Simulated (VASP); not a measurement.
Wanted: the native input for a VASP 6.6.1 run.

* Task: single point
* Functional: PBE
* Potentials or basis: VASP PAW PBE potentials, release 64 (P, C)
* Cutoff: 520 eV
* k mesh: 3 × 3 × 4
* Occupations: gaussian, width 0.2 eV
* Spin: no spin polarisation
* Dipole correction: no
* Further INCAR settings: ALGO = Normal; EDIFF = 1e-06; NBANDS = 29

The structure of P3C lies in POSCAR:

```
P3C
1.0
    5.3575732211     -3.0874743571      0.0565289790
    5.3575732211      3.0874743571      0.0565289790
   -1.7397431804      0.0000000000      4.6072043832
P C
6 2
Direct
    0.6043378955      0.6043378955      0.1382199141
    0.3956621045      0.3956621045      0.8617800859
    0.6208326460      0.1053598271      0.1399202242
    0.1053598271      0.6208326460      0.1399202242
    0.3791673540      0.8946401729      0.8600797758
    0.8946401729      0.3791673540      0.8600797758
    0.0607526195      0.0607526195     -0.0251679426
    0.9392473805      0.9392473805      1.0251679426
```

The input as run:

INCAR

```
PREC     = Accurate       # precision mode
ENCUT    = 520            # plane-wave cutoff, eV
EDIFF    = 1E-6           # SCF threshold, eV
ISMEAR   = 0              # smearing method
SIGMA    = 0.2            # smearing width, eV
LREAL    = False          # projectors in reciprocal space
LASPH    = True           # aspherical terms in the spheres
NELM     = 80             # most SCF steps
ALGO     = Normal         # electronic algorithm
ISIF     = 2              # what is computed and relaxed
LWAVE    = False          # write WAVECAR
LCHARG   = False          # write CHGCAR
GGA      = PE             # functional
NBANDS   = 29             # bands
```

KPOINTS

```
regular mesh
0
Gamma
  3 3 4
```

Potentials or basis: VASP PAW PBE potentials, release 64 (P, C).

Run with:

```bash
$ cat potpaw_PBE.64/P/POTCAR potpaw_PBE.64/C/POTCAR > POTCAR
$ mpirun -np 1 vasp_std > vasp.out
```

It gave:

| Item | Value |
| --- | --- |
| Pressure | -0.1 GPa |
| Largest force | 0.108 eV/Å |
| Band gap on the k mesh | 0.70 eV, indirect (least direct gap 0.78 eV) |

Caveat: this functional lacks dispersion, which binds the layers, so the pressure and a relaxed spacing across them are unreliable.

Run time: 39 s on 1 thread of Intel(R) Xeon(R) 6975P-C (Granite Rapids), on a shared host, peak memory 0.29 GiB.
